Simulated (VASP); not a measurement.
# Hf2Si (I4/mcm) in VASP: a series of runs

Hf2Si is run at these levels: PBEsol; tasks: single point.

All numbers are computed with VASP 6.6.1; they aren't measurements. Logs are shortened: lines on timing, memory, paths and dates and some standing lists are left out, and cuts for length are marked.

## (1) The cell of the first run

It takes space group I4/mcm (No. 140, tetragonal). The conventional cell has a = 6.511 Å, b = 6.511 Å, c = 4.886 Å, α = 90.00°, β = 90.00°, γ = 90.00°. Hf (site symmetry m2m) has 4 Si at 2.74 Å and 11 Hf at 2.89 to 3.47 Å within 3.6 Å. Within 3.2 Å of Si (site symmetry 422) lie 2 Si at 2.44 Å and 8 Hf at 2.74 Å.

## (2) Single point, PBEsol (strain +0.000 along x and y, -0.050 along z)

File INCAR:

```
SYSTEM = Hf2Si
PREC = Accurate ; ENCUT = 520
EDIFF = 1E-6 ; ISMEAR = 0
SIGMA = 0.15 ; LREAL = .FALSE.
LASPH = .TRUE. ; NELM = 60
ALGO = Fast ; ISIF = 2
LWAVE = .FALSE. ; LCHARG = .FALSE.
GGA = PS ; NBANDS = 33
```

File KPOINTS:

```
Automatic mesh
0
G
  12 12 12
  0 0 0
```

File POSCAR:

```
Hf2Si
1.0
   -3.2553259379      3.2553259379      2.4430272510
    3.2553259379     -3.2553259379      2.4430272510
    3.2553259379      3.2553259379     -2.4430272510
Hf Si
4 2
Direct
    0.8432528484      0.6567471516      0.5000000000
    0.3432528484      0.8432528484      0.1865056968
    0.1567471516      0.3432528484      0.5000000000
    0.6567471516      0.1567471516      0.8134943033
    0.7500000000      0.7500000000      0.0000000000
    0.2500000000      0.2500000000      0.0000000000
```

Potentials or basis: VASP PAW PBE potentials, release 64 (Hf_pv, Si).

Command:

```sh
$ cat potpaw_PBE.64/Hf_pv/POTCAR potpaw_PBE.64/Si/POTCAR > POTCAR
$ mpirun -np 1 vasp_std > vasp.out
```

OUTCAR:

```text
SYSTEM = Hf2Si
   PREC = Accurate
   ENCUT = 520
   EDIFF = 1E-6
   ISMEAR = 0
   LREAL = .FALSE.
   LASPH = .TRUE.
   NELM = 60
   ISIF = 2
   GGA = PS

 ion  position               nearest neighbor table
   1  0.843  0.657  0.500-   6 2.74   5 2.74   5 2.74   6 2.74   3 2.89   3 2.99   3 2.99   2 3.18
                             2 3.18   4 3.18   4 3.18   4 3.47   2 3.47   2 3.47   4 3.47
   2  0.343  0.843  0.187-   5 2.74   6 2.74   6 2.74   5 2.74   4 2.89   4 2.99   4 2.99   3 3.18
                             1 3.18   1 3.18   3 3.18   3 3.47   1 3.47   1 3.47   3 3.47
   3  0.157  0.343  0.500-   5 2.74   6 2.74   6 2.74   5 2.74   1 2.89   1 2.99   1 2.99   2 3.18
                             2 3.18   4 3.18   4 3.18   4 3.47   2 3.47   2 3.47   4 3.47
   4  0.657  0.157  0.813-   5 2.74   6 2.74   6 2.74   5 2.74   2 2.89   2 2.99   2 2.99   1 3.18
                             3 3.18   3 3.18   1 3.18   1 3.47   3 3.47   1 3.47   3 3.47
   5  0.750  0.750  0.000-   6 2.44   6 2.44   4 2.74   4 2.74   2 2.74   3 2.74   1 2.74   1 2.74
                             3 2.74   2 2.74
   6  0.250  0.250  0.000-   5 2.44   5 2.44   4 2.74   4 2.74   1 2.74   2 2.74   3 2.74   1 2.74
                             2 2.74   3 2.74

  LATTYP: Found a body centered tetragonal cell.
 ALAT       =     6.5106518758
 C/A-ratio  =     0.7504708584

  Lattice vectors:

 A1 = (  -3.2553259379,   3.2553259379,   2.4430272510)
 A2 = (   3.2553259379,  -3.2553259379,   2.4430272510)
 A3 = (   3.2553259379,   3.2553259379,  -2.4430272510)

Analysis of symmetry for initial positions (statically):
=====================================================================
 Subroutine PRICEL returns:
 Original cell was already a primitive cell.

 Routine SETGRP: Setting up the symmetry group for a
 body centered tetragonal supercell.

 Subroutine GETGRP returns: Found 16 space group operations
 (whereof  8 operations were pure point group operations)
 out of a pool of 16 trial point group operations.

The static configuration has the point symmetry C_4h.
 The point group associated with its full space group is D_4h.

Analysis of symmetry for dynamics (positions and initial velocities):
=====================================================================
 Subroutine PRICEL returns:
 Original cell was already a primitive cell.

 Routine SETGRP: Setting up the symmetry group for a
 body centered tetragonal supercell.

 Subroutine GETGRP returns: Found 16 space group operations
 (whereof  8 operations were pure point group operations)
 out of a pool of 16 trial point group operations.

The dynamic configuration has the point symmetry C_4h.
 The point group associated with its full space group is D_4h.

 Subroutine INISYM returns: Found 16 space group operations
 (whereof  8 operations are pure point group operations),
 and found     1 'primitive' translations

----------------------------------------------------------------------------------------

                                     Primitive cell

  volume of cell :     103.5565

  direct lattice vectors                    reciprocal lattice vectors
    -3.255325938  3.255325938  2.443027251     0.000000000  0.153594451  0.204664111
     3.255325938 -3.255325938  2.443027251     0.153594451  0.000000000  0.204664111
     3.255325938  3.255325938 -2.443027251     0.153594451  0.153594451  0.000000000

  length of vectors
     5.211782428  5.211782428  5.211782428     0.255887971  0.255887971  0.217215356

  position of ions in fractional coordinates (direct lattice)
     0.843252848  0.656747152  0.500000000
     0.343252848  0.843252848  0.186505697
     0.156747152  0.343252848  0.500000000
     0.656747152  0.156747152  0.813494303
     0.750000000  0.750000000  0.000000000
     0.250000000  0.250000000  0.000000000

  ion indices of the primitive-cell ions
   primitive index   ion index
                 1           1
                 2           2
                 3           3
                 4           4
                 5           5
                 6           6

----------------------------------------------------------------------------------------

 KPOINTS: Automatic mesh

Automatic generation of k-mesh.
 Grid dimensions read from file:
 generate k-points for:   12   12   12

 Generating k-lattice:

  Cartesian coordinates                     Fractional coordinates (reciprocal lattice)
     0.000000000  0.012799538  0.017055343     0.083333333  0.000000000  0.000000000
     0.012799538  0.000000000  0.017055343     0.000000000  0.083333333  0.000000000
     0.012799538  0.012799538  0.000000000     0.000000000  0.000000000  0.083333333

  Length of vectors
     0.021323998  0.021323998  0.018101280

  Shift w.r.t. Gamma in fractional coordinates (k-lattice)
     0.000000000  0.000000000  0.000000000

 Subroutine IBZKPT returns following result:
 ===========================================

 Found    163 irreducible k-points:

 Following reciprocal coordinates:
            Coordinates               Weight
  0.000000  0.000000  0.000000      1.000000
  0.083333 -0.000000  0.000000      8.000000
  0.166667  0.000000  0.000000      8.000000
  0.250000 -0.000000  0.000000      8.000000
  0.333333 -0.000000  0.000000      8.000000
  0.416667  0.000000  0.000000      8.000000
[... 16 lines left out ...]
  0.500000  0.166667  0.000000     16.000000
 -0.416667  0.166667  0.000000     16.000000
 [... further k-points ...]
   k-points           NKPTS =    163   k-points in BZ     NKDIM =    163   number of bands    NBANDS=     33
   number of dos      NEDOS =    301   number of ions     NIONS =      6
   total plane-waves  NPLWV =  64000
   dimension x,y,z NGX =    40 NGY =   40 NGZ =   40
   dimension x,y,z NGXF=    80 NGYF=   80 NGZF=   80
   ions per type =               4   2
   NGX,Y,Z   is equivalent  to a cutoff of  12.76, 12.76, 12.76 a.u.
   NGXF,Y,Z  is equivalent  to a cutoff of  25.52, 25.52, 25.52 a.u.
 SYSTEM =  Hf2Si
   PREC   = accura    normal or accurate (medium, high low for compatibility)
   ISTART =      0    job   : 0-new  1-cont  2-samecut
   ICHARG =      2    charge: 1-file 2-atom 10-const
   ISPIN  =      1    spin polarized calculation?
   LNONCOLLINEAR =      F non collinear calculations
   LSORBIT =      F    spin-orbit coupling
   LASPH  =      T    aspherical Exc in radial PAW
   ENCUT  =  520.0 eV  38.22 Ry    6.18 a.u.   9.69  9.69  9.69*2*pi/ulx,y,z
   NELM   =     60;   NELMIN=  2; NELMDL= -5     # of ELM steps
   EDIFF  = 0.1E-05   stopping-criterion for ELM
   LREAL  =      F    real-space projection
   EDIFFG = 0.1E-04   stopping-criterion for IOM
   NSW    =      0    number of steps for IOM
   IBRION =     -1    ionic relax: 0-MD 1-quasi-New 2-CG
   NFREE  =      0    steps in history (QN), initial steepest desc. (CG)
   ISIF   =      2    stress and relaxation
   ISYM   =      2    0-nonsym 1-usesym 2-fastsym
   POTIM  = 0.5000    time-step for ionic-motion
   TEBEG  =    0.0;   TEEND  =   0.0 temperature during run
   PSTRESS=    0.0 pullay stress
   NELECT =      48.0000    total number of electrons
   NUPDOWN=      -1.0000    fix difference up-down
   EMIN   =  10.00;   EMAX   =-10.00  energy-range for DOS
   EFERMI =   0.00;   METHOD = LEGACY
   ISMEAR =     0;   SIGMA  =   0.15  broadening in eV -4-tet -1-fermi 0-gaus
   EFERMI_NEDOS =   21; number of points for ismear=-14 and -15
   IALGO  =     68    algorithm
   IMIX   =      4    mixing-type and parameters
     AMIX     =   0.40;   BMIX     =  1.00
     AMIX_MAG =   1.60;   BMIX_MAG =  1.00
  volume/ion in A,a.u.               =      17.26       116.47
  Fermi-wavevector in a.u.,A,eV,Ry     =   1.266960  2.394207 21.839896  1.605187
  Thomas-Fermi vector in A             =   2.400133
   LORBIT       =      0    0 simple, 1 ext, 2 COOP (PROOUT), +10 PAW based schemes
   GGA     = PS    functional components
   LHFCALC =     F    Hartree Fock is set to
   AEXX    =    0.0000 exact exchange contribution
   IVDW    =     0    specifies the selected vdW correction
   LEPSILON=     F    determine dielectric tensor
   LRPA    =     F    only Hartree local field effects (RPA)
 non-spin polarized calculation
 RMM-DIIS sequential band-by-band and
 Gauss-broadening in eV      SIGMA  =   0.15
  energy-cutoff  :      520.00
  volume of cell :      103.56
 maximum number of plane-waves:      2805
   NGX = 19   NGY = 19   NGZ = 19

 number of electron      48.0000003 magnetization

 Free energy of the ion-electron system (eV)
  ---------------------------------------------------
  ext. energy  EPLUGINS =         0.00000000
  ---------------------------------------------------
  free energy    TOTEN  =       -58.03944133 eV

  energy without entropy =      -58.01484496  energy(sigma->0) =      -58.02714315

 E-fermi :   6.5517     XC(G=0): -11.9606

 val. band max:        6.5516314145   @ k =  -0.2500  -0.2500   0.2500
 cond. band min:       6.5536275781   @ k =   0.3333   0.0833   0.0000
 fundamental gap:      0.0019961636
 Fermi energy:         6.5517189085

 k-point     1 :       0.0000    0.0000    0.0000
  band No.  band energies     occupation
      1     -23.5988      2.00000
      2     -23.5575      2.00000
      3     -23.4431      2.00000
      4     -23.4431      2.00000
      5     -23.4355      2.00000
      6     -23.4355      2.00000
[... 25 lines left out ...]
     32      10.0873      0.00000
     33      10.9887      0.00000

 k-point     2 :       0.0833   -0.0000    0.0000
  band No.  band energies     occupation
      1     -23.5961      2.00000
      2     -23.5776      2.00000
      3     -23.4903      2.00000
      4     -23.4830      2.00000
      5     -23.3870      2.00000
      6     -23.3833      2.00000
[... 25 lines left out ...]
     32      10.4424      0.00000
     33      11.0817      0.00000

 k-point     3 :       0.1667    0.0000    0.0000
  band No.  band energies     occupation
      1     -23.6198      2.00000
      2     -23.6059      2.00000
      3     -23.5290      2.00000
      4     -23.4865      2.00000
      5     -23.3360      2.00000
      6     -23.3334      2.00000
[... 25 lines left out ...]
     32      11.0791      0.00000
     33      11.3281      0.00000

 k-point     4 :       0.2500   -0.0000    0.0000
  band No.  band energies     occupation
      1     -23.6586      2.00000
      2     -23.6350      2.00000
      3     -23.5467      2.00000
      4     -23.4478      2.00000
      5     -23.3078      2.00000
      6     -23.2913      2.00000
[... 25 lines left out ...]
     32      11.2627      0.00000
     33      11.5438      0.00000

 k-point     5 :       0.3333   -0.0000    0.0000
  band No.  band energies     occupation
      1     -23.6835      2.00000
      2     -23.6637      2.00000
      3     -23.5372      2.00000
      4     -23.4024      2.00000
      5     -23.2936      2.00000
      6     -23.2932      2.00000
[... 604 lines left out ...]
 k-point    22 :       0.4167    0.1667    0.0000
  band No.  band energies     occupation
      1     -23.7197      2.00000
      2     -23.6232      2.00000
      3     -23.4727      2.00000
      4     -23.4510      2.00000
      5     -23.3484      2.00000
      6     -23.2770      2.00000
[... 25 lines left out ...]
     32      10.4825      0.00000
     33      10.9545      0.00000

 k-point    23 :       0.5000    0.1667    0.0000
  band No.  band energies     occupation
      1     -23.7038      2.00000
      2     -23.6110      2.00000
      3     -23.5268      2.00000
      4     -23.4168      2.00000
      5     -23.3271      2.00000
      6     -23.2846      2.00000
[... 25 lines left out ...]
     32      10.7177      0.00000
     33      11.2828      0.00000

 k-point    24 :      -0.4167    0.1667    0.0000
  band No.  band energies     occupation
      1     -23.6827      2.00000
      2     -23.5933      2.00000
      3     -23.5445      2.00000
      4     -23.4128      2.00000
      5     -23.3302      2.00000
      6     -23.3180      2.00000
[... 25 lines left out ...]
     32      10.9908      0.00000
     33      11.3177      0.00000

 [... further k-points ...]

------------------------ aborting loop because EDIFF is reached ----------------------------------------

  FORCE on cell =-STRESS in cart. coord.  units (eV):
  Direction    XX          YY          ZZ          XY          YZ          ZX
  --------------------------------------------------------------------------------------
  -------------------------------------------------------------------------------------
  Total        3.0414213      3.0414213     10.9469713      0.0000000     -0.0000000      0.0000000
  in kB       47.0554479     47.0554479    169.3664179      0.0000000     -0.0000000      0.0000000
  external PRESSURE =      87.8257712 kB  Pullay stress =       0.0000000 kB

 VOLUME and BASIS-vectors are now :
 -----------------------------------------------------------------------------
  energy-cutoff  :      520.00
  volume of cell :      103.56
      direct lattice vectors                 reciprocal lattice vectors
    -3.255325938  3.255325938  2.443027251     0.000000000  0.153594451  0.204664111
     3.255325938 -3.255325938  2.443027251     0.153594451  0.000000000  0.204664111
     3.255325938  3.255325938 -2.443027251     0.153594451  0.153594451  0.000000000

 POSITION                                       TOTAL-FORCE (eV/Angst)
 -----------------------------------------------------------------------------------
      1.02053      2.23480      2.44303        -0.093010      0.093010     -0.000000
      2.23480     -1.02053      2.44303         0.093010      0.093010      0.000000
      2.23480      1.02053      0.00000         0.093010     -0.093010     -0.000000
      1.02053      4.27585     -0.00000        -0.093010     -0.093010      0.000000
      0.00000      0.00000      3.66454         0.000000      0.000000     -0.000000
      0.00000      0.00000      1.22151         0.000000      0.000000     -0.000000
 -----------------------------------------------------------------------------------
    total drift:                               -0.000000     -0.000000      0.000000

  FREE ENERGIE OF THE ION-ELECTRON SYSTEM (eV)
  ---------------------------------------------------
  free  energy   TOTEN  =       -58.0394413312 eV

  energy  without entropy=      -58.0148449645  energy(sigma->0) =      -58.02714315
```

Wall time 18 min (1 thread of Oxide Virtual Turin-like, shared host); peak memory 0.52 GiB.

What came out:

```
Free energy            : -58.0394 eV
Pressure               : 8.8 GPa
Largest force          : 0.132 eV/Å
Band gap on the k mesh : zero (bands 24 and 25 overlap by 0.80 eV)
```

Forces on the atoms (eV/Å):
```
Hf  -0.093  0.093  0.000
Hf   0.093  0.093  0.000
Hf   0.093 -0.093  0.000
Hf  -0.093 -0.093  0.000
Si   0.000  0.000  0.000
Si   0.000  0.000  0.000
```

Levels at points of the mesh, in eV from the Fermi level:
```
           k point  band 22  band 23  band 24  band 25  band 26  band 27
(0.00, 0.00, 0.00)    -1.11    -1.03    -0.85     1.98     2.24     2.35
(0.50, 0.00, 0.00)    -0.70    -0.50    -0.50     0.26     0.26     2.09
(0.50, 0.50, 0.00)    -1.17    -0.62    -0.26     1.15     1.46     1.84
(0.50, 0.50, 0.50)    -0.62    -0.16     0.10     0.10     0.49     1.11
```

Caveat: the cell differs from its parent crystal (strain +0.000 along x and y, -0.050 along z); the stress differs along the axes, from 5 to 17 GPa; the PAW data sets were made with another functional, which shifts forces and pressure a little; spin-orbit coupling is left out, which moves the levels of the heavy elements.

## (3) Single point, PBEsol (strain +0.050 along x and y, -0.050 along z)

File INCAR:

```
PREC = Accurate
ENCUT = 520
EDIFF = 1E-6
ISMEAR = 0
SIGMA = 0.15
LREAL = F
LASPH = T
NELM = 100
ALGO = Fast
ISIF = 2
LWAVE = F
LCHARG = F
GGA = PS
NBANDS = 33
```

File KPOINTS:

```
regular mesh
0
Gamma
  12 12 12
```

Edit POSCAR of step 2 so:

```diff
@@ -2,5 +2,5 @@
 1.0
-   -3.2553259379      3.2553259379      2.4430272510
-    3.2553259379     -3.2553259379      2.4430272510
-    3.2553259379      3.2553259379     -2.4430272510
+   -3.4180922348      3.4180922348      2.4430272510
+    3.4180922348     -3.4180922348      2.4430272510
+    3.4180922348      3.4180922348     -2.4430272510
 Hf Si
```

Potentials or basis: VASP PAW PBE potentials, release 64 (Hf_pv, Si).

Command:

```sh
$ cat potpaw_PBE.64/Hf_pv/POTCAR potpaw_PBE.64/Si/POTCAR > POTCAR
$ mpirun -np 1 vasp_std > vasp.out
```

It took 19 min on 1 thread of Oxide Virtual Turin-like, shared host; peak memory 0.55 GiB.

Results (log left out):

| Property | Result |
| --- | --- |
| Free energy | -57.7516 eV |
| Pressure | -5.6 GPa |
| Largest force | 0.218 eV/Å |
| Band gap on the k mesh | zero (bands 24 and 25 overlap by 0.62 eV) |

Forces in eV/Å, atoms in the order of the input:
```
Hf  -0.154  0.154  0.000
Hf   0.154  0.154  0.000
Hf   0.154 -0.154  0.000
Hf  -0.154 -0.154  0.000
Si   0.000  0.000  0.000
Si   0.000  0.000  0.000
```

Stress tensor (GPa, compression positive):
```
-12.01   0.00   0.00
  0.00 -12.01   0.00
  0.00   0.00   7.25
```

Levels at points of the mesh, in eV from the Fermi level:
```csv
k point,band 20,band 21,band 22,band 23,band 24,band 25,band 26,band 27,band 28,band 29
"(0.00, 0.00, 0.00)",-1.54,-1.24,-0.98,-0.98,-0.67,1.74,1.84,1.84,1.92,2.19
"(0.50, 0.00, 0.00)",-1.28,-0.64,-0.64,-0.39,-0.39,0.19,0.19,1.94,1.94,2.92
"(0.50, 0.50, 0.00)",-2.05,-1.71,-1.12,-0.95,-0.18,0.79,1.42,1.73,1.93,3.02
"(0.50, 0.50, 0.50)",-1.79,-1.09,-0.73,-0.35,-0.14,-0.14,0.47,0.90,1.09,1.64
```

Caveat: the cell differs from its parent crystal (strain +0.050 along x and y, -0.050 along z); the stress differs along the axes, from -12 to 7 GPa; the PAW data sets were made with another functional, which shifts forces and pressure a little; spin-orbit coupling is left out, which moves the levels of the heavy elements.
